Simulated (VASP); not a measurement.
Wanted: the native input for a VASP 6.6.1 run.

* Task: single point
* Functional: r2SCAN
* Potentials or basis: VASP PAW PBE potentials, release 64 (Ga_d, N)
* Cutoff: 520 eV
* k mesh: 10 × 10 × 10
* Occupations: gaussian, width 0.01 eV
* Spin: no spin polarisation
* Dipole correction: no
* Further INCAR settings: ALGO = Normal; EDIFF = 1e-07; NBANDS = 16

The system is GaN.

```
Ga N
1.0
     0.00000    2.24895    2.24895
     2.24895    0.00000    2.24895
     2.24895    2.24895    0.00000
Ga N
1 1
Cartesian
  0.0000 0.0000 0.0000
  1.1245 1.1245 1.1245
```

The input as run:

POSCAR

```
GaN
1.0
    0.0000000000      2.2489525448      2.2489525448
    2.2489525448      0.0000000000      2.2489525448
    2.2489525448      2.2489525448      0.0000000000
Ga N
1 1
Direct
    0.0000000000      0.0000000000      0.0000000000
    0.2500000000      0.2500000000      0.2500000000
```

INCAR.step1

```
ALGO = Normal
EDIFF = 1E-4
ENCUT = 520
GGA = PE
ISMEAR = 0
LASPH = True
LCHARG = False
LREAL = False
LWAVE = True
NBANDS = 16
NELM = 60
PREC = Accurate
SIGMA = 0.01
```

INCAR.step2

```
ALGO = Normal
EDIFF = 1E-7
ENCUT = 520
ISIF = 2
ISMEAR = 0
ISTART = 1
LASPH = True
LCHARG = False
LMIXTAU = True
LREAL = False
LWAVE = False
METAGGA = R2SCAN
NBANDS = 16
NELM = 60
PREC = Accurate
SIGMA = 0.01
```

KPOINTS

```
k-points
0
Gamma
  10 10 10
```

Potentials or basis: VASP PAW PBE potentials, release 64 (Ga_d, N).

Run with:

```bash
$ cat potpaw_PBE.64/Ga_d/POTCAR potpaw_PBE.64/N/POTCAR > POTCAR
$ cp INCAR.step1 INCAR
$ mpirun -np 1 vasp_std > vasp.out
$ cp INCAR.step2 INCAR
$ mpirun -np 1 vasp_std > vasp.out
```

It gave:

- Pressure: 1.1 GPa
- Band gap on the k mesh: 2.16 eV, direct

Caveat: the PAW data sets were made with another functional, which shifts forces and pressure a little.

Wall time 3 min on 1 thread of Intel Xeon 6975P-C, on a shared host, peak memory 0.15 GiB.
